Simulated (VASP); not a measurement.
Runs of VASP 6.6.1 on HfN. The structure is that of space group F-43m (No. 216), or close to it. The cells are those of the table. 

| cell | gap on the mesh (eV) | pressure (GPa) |
| --- | --- | --- |
| a = 3.355 Å, angles 60.0°, 2 atoms | none | (a) |
| a = 3.460, b = 3.460, c = 3.355 Å, angles 61.0, 61.0, 58.0°, 2 atoms | none | 5.3 |
| a = 3.407, b = 3.407, c = 3.355 Å, angles 60.5, 60.5, 59.0°, 2 atoms | none | 12.7 |
| a = 3.407, b = 3.407, c = 3.459 Å, angles 59.5, 59.5, 61.0°, 2 atoms | none | 5.3 |

Alike in all rows: task single point; level r2SCAN; potentials or basis VASP PAW PBE potentials, release 64 (Hf_pv, N); no spin polarisation; k mesh 22 × 22 × 22; cutoff (eV) 520; smearing gaussian 0.15 eV.

Estimate the missing entries.

(a) 21.3.

Caveats: the PAW data sets were made with another functional, which shifts forces and pressure a little; spin-orbit coupling is left out, which moves the levels of the heavy elements.

A k mesh can miss the band edges, and the runs leave out spin-orbit coupling on Hf.

A gap of «none» marks levels without a gap at the run's occupations.
